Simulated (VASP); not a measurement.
Here is a VASP 6.6.1 calculation.

Contents of INCAR:

```
SYSTEM = W
PREC     = Accurate       ! precision mode
ENCUT    = 520            ! plane-wave cutoff, eV
EDIFF    = 1E-7           ! SCF threshold, eV
ISMEAR   = 0              ! smearing method
SIGMA    = 0.15           ! smearing width, eV
LREAL    = .FALSE.        ! projectors in reciprocal space
LASPH    = .TRUE.         ! aspherical terms in the spheres
NELM     = 60             ! most SCF steps
ALGO     = Fast           ! electronic algorithm
ISIF     = 2              ! what is computed and relaxed
LWAVE    = .FALSE.        ! write WAVECAR
LCHARG   = .TRUE.         ! write CHGCAR
GGA      = PS             ! functional
LELF     = .TRUE.         ! ELF
LVHAR    = .TRUE.       
NBANDS   = 13             ! bands
```

The input KPOINTS:

```
regular mesh
0
G
  20 20 20
  0 0 0
```

File POSCAR:

```
W
1.0
    0.0000000000      2.0909000000      1.9995500000
    2.0909000000      0.0000000000      1.9995500000
    2.0909000000      2.0909000000      0.0000000000
W
1
Direct
    0.0000000000      0.0000000000      0.0000000000
```

Potentials or basis: VASP PAW PBE potentials, release 64 (W_sv).

Run with:

```sh
$ cat potpaw_PBE.64/W_sv/POTCAR > POTCAR
$ mpirun -np 1 vasp_std > vasp.out
```

Question: Predict the pressure.

Answer: -22.4 GPa.

Question: Estimate the band gap on the k mesh.

Answer: Zero (band 7 reaches 12.79 eV, above the bottom of band 8 at 9.00 eV).

Stress tensor (GPa, compression positive):
```
-18.16   0.00   0.00
  0.00 -18.16   0.00
  0.00   0.00 -30.79
```

Caveat: the cell differs from its parent crystal (strain +0.030 along x and y, -0.015 along z); the PAW data sets were made with another functional, which shifts forces and pressure a little; spin-orbit coupling is left out, which moves the levels of the heavy elements.
